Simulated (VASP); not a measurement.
# CoMo (P-6m2) in VASP: notebook

CoMo is run at these levels: LDA; tasks: single point.

All numbers are computed with VASP 6.6.1; they aren't measurements. Logs are shortened: lines on timing, memory, paths and dates and some standing lists are left out, and cuts for length are marked.

## 1. The cell of the first run

It takes space group P-6m2 (No. 187, hexagonal). Conventional cell: a = 2.695 Å, b = 2.695 Å, c = 4.184 Å, α = 90.00°, β = 90.00°, γ = 120.00°. Co (site symmetry -6m2) has 6 Mo at 2.61 Å and 6 Co at 2.69 Å within 3.4 Å. Within 3.4 Å of Mo (site symmetry -6m2) lie 6 Co at 2.61 Å and 6 Mo at 2.69 Å.

## 2. Single point, LDA

The input, INCAR:

```
  PREC = Accurate
  ENCUT = 690
  EDIFF = 1E-6
  ISMEAR = -1
  SIGMA = 0.05
  LREAL = F
  LASPH = T
  NELM = 120
  ALGO = Normal
  ISIF = 2
  LWAVE = F
  LCHARG = F
  NBANDS = 22
  GGA_COMPAT = F
```

The input, KPOINTS:

```
regular mesh
0
Gamma
  14 14 8
```

The input, POSCAR:

```
CoMo
1.0
    2.6949279053      0.0000000000      0.0000000000
   -1.3474639526      2.3338760273      0.0000000000
    0.0000000000      0.0000000000      4.1836180000
Co Mo
1 1
Direct
    0.6666666667      0.3333333333      0.5000000000
    0.3333333333      0.6666666667      0.0000000000
```

Potentials or basis: VASP PAW LDA potentials, release 64 (Co_sv, Mo_sv).

Command:

```bash
$ cat potpaw_LDA.64/Co_sv/POTCAR potpaw_LDA.64/Mo_sv/POTCAR > POTCAR
$ mpirun -np 1 vasp_std > vasp.out
```

OUTCAR:

```text
PREC = Accurate
   ENCUT = 690
   EDIFF = 1E-6
   ISMEAR = -1
   LREAL = F
   LASPH = T
   NELM = 120
   ISIF = 2

 ion  position               nearest neighbor table
   1  0.667  0.333  0.500-   2 2.61   2 2.61   2 2.61   2 2.61   2 2.61   2 2.61
   2  0.333  0.667  0.000-   1 2.61   1 2.61   1 2.61   1 2.61   1 2.61   1 2.61

  LATTYP: Found a hexagonal cell.
 ALAT       =     2.6949279053
 C/A-ratio  =     1.5524044231

  Lattice vectors:

 A1 = (   2.6949279053,   0.0000000000,   0.0000000000)
 A2 = (  -1.3474639526,   2.3338760273,   0.0000000000)
 A3 = (   0.0000000000,   0.0000000000,   4.1836180000)

Analysis of symmetry for initial positions (statically):
=====================================================================
 Subroutine PRICEL returns:
 Original cell was already a primitive cell.

 Routine SETGRP: Setting up the symmetry group for a
 hexagonal supercell.

 Subroutine GETGRP returns: Found 12 space group operations
 (whereof 12 operations were pure point group operations)
 out of a pool of 24 trial point group operations.

The static configuration has the point symmetry D_3h.

Analysis of symmetry for dynamics (positions and initial velocities):
=====================================================================
 Subroutine PRICEL returns:
 Original cell was already a primitive cell.

 Routine SETGRP: Setting up the symmetry group for a
 hexagonal supercell.

 Subroutine GETGRP returns: Found 12 space group operations
 (whereof 12 operations were pure point group operations)
 out of a pool of 24 trial point group operations.

The dynamic configuration has the point symmetry D_3h.

 Subroutine INISYM returns: Found 12 space group operations
 (whereof 12 operations are pure point group operations),
 and found     1 'primitive' translations

----------------------------------------------------------------------------------------

                                     Primitive cell

  volume of cell :      26.3134

  direct lattice vectors                    reciprocal lattice vectors
     2.694927905  0.000000000  0.000000000     0.371067440  0.214235887  0.000000000
    -1.347463953  2.333876027  0.000000000     0.000000000  0.428471773  0.000000000
     0.000000000  0.000000000  4.183618000     0.000000000  0.000000000  0.239027559

  length of vectors
     2.694927905  2.694927905  4.183618000     0.428471773  0.428471773  0.239027559

  position of ions in fractional coordinates (direct lattice)
     0.666666667  0.333333333  0.500000000
     0.333333333  0.666666667  0.000000000

  ion indices of the primitive-cell ions
   primitive index   ion index
                 1           1
                 2           2

----------------------------------------------------------------------------------------

 KPOINTS: regular mesh

Automatic generation of k-mesh.
 Grid dimensions read from file:
 generate k-points for:   14   14    8

 Generating k-lattice:

  Cartesian coordinates                     Fractional coordinates (reciprocal lattice)
     0.026504817  0.015302563  0.000000000     0.071428571  0.000000000  0.000000000
     0.000000000  0.030605127  0.000000000     0.000000000  0.071428571  0.000000000
     0.000000000  0.000000000  0.029878445     0.000000000  0.000000000  0.125000000

  Length of vectors
     0.030605127  0.030605127  0.029878445

  Shift w.r.t. Gamma in fractional coordinates (k-lattice)
     0.000000000  0.000000000  0.000000000

 Subroutine IBZKPT returns following result:
 ===========================================

 Found    120 irreducible k-points:

 Following reciprocal coordinates:
            Coordinates               Weight
  0.000000  0.000000  0.000000      1.000000
  0.071429 -0.000000  0.000000      6.000000
  0.142857 -0.000000  0.000000      6.000000
  0.214286  0.000000  0.000000      6.000000
  0.285714 -0.000000  0.000000      6.000000
  0.357143  0.000000  0.000000      6.000000
[... 16 lines left out ...]
  0.285714  0.285714  0.000000      6.000000
  0.357143  0.285714  0.000000      6.000000
 [... further k-points ...]
   k-points           NKPTS =    120   k-points in BZ     NKDIM =    120   number of bands    NBANDS=     22
   number of dos      NEDOS =    301   number of ions     NIONS =      2
   total plane-waves  NPLWV =  20736
   dimension x,y,z NGX =    24 NGY =   24 NGZ =   36
   dimension x,y,z NGXF=    48 NGYF=   48 NGZF=   72
   ions per type =               1   1
   NGX,Y,Z   is equivalent  to a cutoff of  14.81, 14.81, 14.31 a.u.
   NGXF,Y,Z  is equivalent  to a cutoff of  29.61, 29.61, 28.61 a.u.
 SYSTEM =  unknown system
   PREC   = accura    normal or accurate (medium, high low for compatibility)
   ISTART =      0    job   : 0-new  1-cont  2-samecut
   ICHARG =      2    charge: 1-file 2-atom 10-const
   ISPIN  =      1    spin polarized calculation?
   LNONCOLLINEAR =      F non collinear calculations
   LSORBIT =      F    spin-orbit coupling
   LASPH  =      T    aspherical Exc in radial PAW
   ENCUT  =  690.0 eV  50.71 Ry    7.12 a.u.   5.77  5.77  8.96*2*pi/ulx,y,z
   NELM   =    120;   NELMIN=  2; NELMDL= -5     # of ELM steps
   EDIFF  = 0.1E-05   stopping-criterion for ELM
   LREAL  =      F    real-space projection
   EDIFFG = 0.1E-04   stopping-criterion for IOM
   NSW    =      0    number of steps for IOM
   IBRION =     -1    ionic relax: 0-MD 1-quasi-New 2-CG
   NFREE  =      0    steps in history (QN), initial steepest desc. (CG)
   ISIF   =      2    stress and relaxation
   ISYM   =      2    0-nonsym 1-usesym 2-fastsym
   POTIM  = 0.5000    time-step for ionic-motion
   TEBEG  =    0.0;   TEEND  =   0.0 temperature during run
   PSTRESS=    0.0 pullay stress
   NELECT =      31.0000    total number of electrons
   NUPDOWN=      -1.0000    fix difference up-down
   EMIN   =  10.00;   EMAX   =-10.00  energy-range for DOS
   EFERMI =   0.00;   METHOD = LEGACY
   ISMEAR =    -1;   SIGMA  =   0.05  broadening in eV -4-tet -1-fermi 0-gaus
   EFERMI_NEDOS =   21; number of points for ismear=-14 and -15
   IALGO  =     38    algorithm
   IMIX   =      4    mixing-type and parameters
     AMIX     =   0.40;   BMIX     =  1.00
     AMIX_MAG =   1.60;   BMIX_MAG =  1.00
  volume/ion in A,a.u.               =      13.16        88.79
  Fermi-wavevector in a.u.,A,eV,Ry     =   1.729032  3.267397 40.675328  2.989552
  Thomas-Fermi vector in A             =   2.803854
   LORBIT       =      0    0 simple, 1 ext, 2 COOP (PROOUT), +10 PAW based schemes
   GGA     = CA    functional components
   LHFCALC =     F    Hartree Fock is set to
   AEXX    =    0.0000 exact exchange contribution
   IVDW    =     0    specifies the selected vdW correction
   LEPSILON=     F    determine dielectric tensor
   LRPA    =     F    only Hartree local field effects (RPA)
 non-spin polarized calculation
  energy-cutoff  :      690.00
  volume of cell :       26.31
 maximum number of plane-waves:      1098
 NGX is ok and might be reduce to    24
   NGX = 11   NGY = 11   NGZ = 17

 number of electron      30.9999975 magnetization

 Free energy of the ion-electron system (eV)
  ---------------------------------------------------
  ext. energy  EPLUGINS =         0.00000000
  ---------------------------------------------------
  free energy    TOTEN  =       -19.95304240 eV

  energy without entropy =      -19.93024725  energy(sigma->0) =      -19.94164483

 E-fermi :  11.8997     XC(G=0): -13.9080

 val. band max:       11.8834306125   @ k =   0.4286   0.0714   0.2500
 cond. band min:      11.9016412462   @ k =   0.2857   0.2143   0.3750
 fundamental gap:      0.0182106336
 Fermi energy:        11.8997091330

 k-point     1 :       0.0000    0.0000    0.0000
  band No.  band energies     occupation
      1     -81.8601      2.00000
      2     -48.5940      2.00000
      3     -45.8343      2.00000
      4     -45.5900      2.00000
      5     -45.5900      2.00000
      6     -22.9098      2.00000
[... 14 lines left out ...]
     21      22.2086      0.00000
     22      26.3359      0.00000

 k-point     2 :       0.0714   -0.0000    0.0000
  band No.  band energies     occupation
      1     -81.8595      2.00000
      2     -48.5811      2.00000
      3     -45.8335      2.00000
      4     -45.5954      2.00000
      5     -45.5915      2.00000
      6     -22.8980      2.00000
[... 14 lines left out ...]
     21      22.1954      0.00000
     22      26.7757      0.00000

 k-point     3 :       0.1429   -0.0000    0.0000
  band No.  band energies     occupation
      1     -81.8576      2.00000
      2     -48.5448      2.00000
      3     -45.8312      2.00000
      4     -45.6101      2.00000
      5     -45.5952      2.00000
      6     -22.8648      2.00000
[... 14 lines left out ...]
     21      22.1478      0.00000
     22      27.4937      0.00000

 k-point     4 :       0.2143    0.0000    0.0000
  band No.  band energies     occupation
      1     -81.8550      2.00000
      2     -48.4920      2.00000
      3     -45.8279      2.00000
      4     -45.6314      2.00000
      5     -45.6007      2.00000
      6     -22.8164      2.00000
[... 14 lines left out ...]
     21      22.0372      0.00000
     22      25.6290      0.00000

 k-point     5 :       0.2857   -0.0000    0.0000
  band No.  band energies     occupation
      1     -81.8520      2.00000
      2     -48.4327      2.00000
      3     -45.8242      2.00000
      4     -45.6552      2.00000
      5     -45.6068      2.00000
      6     -22.9739      2.00000
[... 14 lines left out ...]
     21      21.7076      0.00000
     22      23.5683      0.00000

 k-point     6 :       0.3571    0.0000    0.0000
  band No.  band energies     occupation
      1     -81.8493      2.00000
      2     -48.3787      2.00000
      3     -45.8210      2.00000
      4     -45.6765      2.00000
      5     -45.6122      2.00000
      6     -23.2761      2.00000
[... 14 lines left out ...]
     21      21.1193      0.00000
     22      22.6105      0.00000

 k-point     7 :       0.4286    0.0000    0.0000
  band No.  band energies     occupation
      1     -81.8475      2.00000
      2     -48.3410      2.00000
      3     -45.8189      2.00000
      4     -45.6910      2.00000
      5     -45.6160      2.00000
      6     -23.4807      2.00000
[... 324 lines left out ...]
      6     -23.1778      2.00000
[... 14 lines left out ...]
     21      22.2198      0.00000
     22      22.2677      0.00000

 k-point    21 :       0.2857    0.2143    0.0000
  band No.  band energies     occupation
      1     -81.8468      2.00000
      2     -48.3277      2.00000
      3     -45.8181      2.00000
      4     -45.6781      2.00000
      5     -45.6356      2.00000
      6     -23.2890      2.00000
[... 14 lines left out ...]
     21      21.3529      0.00000
     22      23.5961      0.00000

 k-point    22 :       0.3571    0.2143    0.0000
  band No.  band energies     occupation
      1     -81.8458      2.00000
      2     -48.3070      2.00000
      3     -45.8170      2.00000
      4     -45.6820      2.00000
      5     -45.6420      2.00000
      6     -23.3429      2.00000
[... 14 lines left out ...]
     21      20.7584      0.00000
     22      24.5452      0.00000

 k-point    23 :       0.2857    0.2857    0.0000
  band No.  band energies     occupation
      1     -81.8457      2.00000
      2     -48.3041      2.00000
      3     -45.8167      2.00000
      4     -45.6762      2.00000
      5     -45.6492      2.00000
      6     -23.2563      2.00000
[... 14 lines left out ...]
     21      19.8217      0.00000
     22      25.0996      0.00000

 k-point    24 :       0.3571    0.2857    0.0000
  band No.  band energies     occupation
      1     -81.8453      2.00000
      2     -48.2956      2.00000
      3     -45.8162      2.00000
      4     -45.6726      2.00000
      5     -45.6566      2.00000
      6     -23.2058      2.00000
[... 14 lines left out ...]
     21      19.3985      0.00000
     22      25.9756      0.00000

 [... further k-points ...]

------------------------ aborting loop because EDIFF is reached ----------------------------------------

  FORCE on cell =-STRESS in cart. coord.  units (eV):
  Direction    XX          YY          ZZ          XY          YZ          ZX
  --------------------------------------------------------------------------------------
  -------------------------------------------------------------------------------------
  Total       -2.0824635     -2.0824635     -2.1545017     -0.0000000      0.0000000     -0.0000000
  in kB     -126.7975969   -126.7975969   -131.1838808     -0.0000000      0.0000000     -0.0000000
  external PRESSURE =    -128.2596916 kB  Pullay stress =       0.0000000 kB

 VOLUME and BASIS-vectors are now :
 -----------------------------------------------------------------------------
  energy-cutoff  :      690.00
  volume of cell :       26.31
      direct lattice vectors                 reciprocal lattice vectors
     2.694927905  0.000000000  0.000000000     0.371067440  0.214235887  0.000000000
    -1.347463953  2.333876027  0.000000000     0.000000000  0.428471773  0.000000000
     0.000000000  0.000000000  4.183618000     0.000000000  0.000000000  0.239027559

 POSITION                                       TOTAL-FORCE (eV/Angst)
 -----------------------------------------------------------------------------------
      1.34746      0.77796      2.09181         0.000000     -0.000000      0.000000
     -0.00000      1.55592      0.00000        -0.000000      0.000000      0.000000
 -----------------------------------------------------------------------------------
    total drift:                               -0.000000      0.000000      0.000000

  FREE ENERGIE OF THE ION-ELECTRON SYSTEM (eV)
  ---------------------------------------------------
  free  energy   TOTEN  =       -19.9530424023 eV

  energy  without entropy=      -19.9302472479  energy(sigma->0) =      -19.94164483
```

Wall time 1.7 min (1 thread of Intel Xeon Platinum 8259CL at 2.50GHz (Skylake/Cascade Lake), shared host); peak memory 0.22 GiB.

Results:

| Quantity | Value |
| --- | --- |
| Free energy | -19.9530 eV |
| Pressure | -12.8 GPa |
| Band gap on the k mesh | zero (an odd number of electrons rules out a gap without spin polarisation) |

Levels at points of the mesh, in eV from the Fermi level:
| k point | band 13 | band 14 | band 15 | band 16 | band 17 | band 18 | band 19 | band 20 |
| --- | --- | --- | --- | --- | --- | --- | --- | --- |
| (0.00, 0.00, 0.00) | -1.23 | -0.94 | -0.94 | -0.46 | -0.46 | 1.49 | 2.89 | 2.89 |
| (0.50, 0.00, 0.00) | -1.46 | -1.13 | -0.73 | 0.12 | 2.71 | 2.83 | 4.97 | 7.36 |
| (0.00, 0.00, 0.50) | -1.55 | -1.53 | -1.53 | -1.52 | 0.45 | 0.45 | 2.84 | 2.84 |
| (0.50, 0.00, 0.50) | -1.00 | -0.21 | 0.07 | 1.20 | 1.96 | 2.15 | 4.17 | 4.98 |

Caveat: the cell stands under tension; the run has no spin polarisation, though such a crystal can be magnetic.

(Continued in part 2 of 2.)
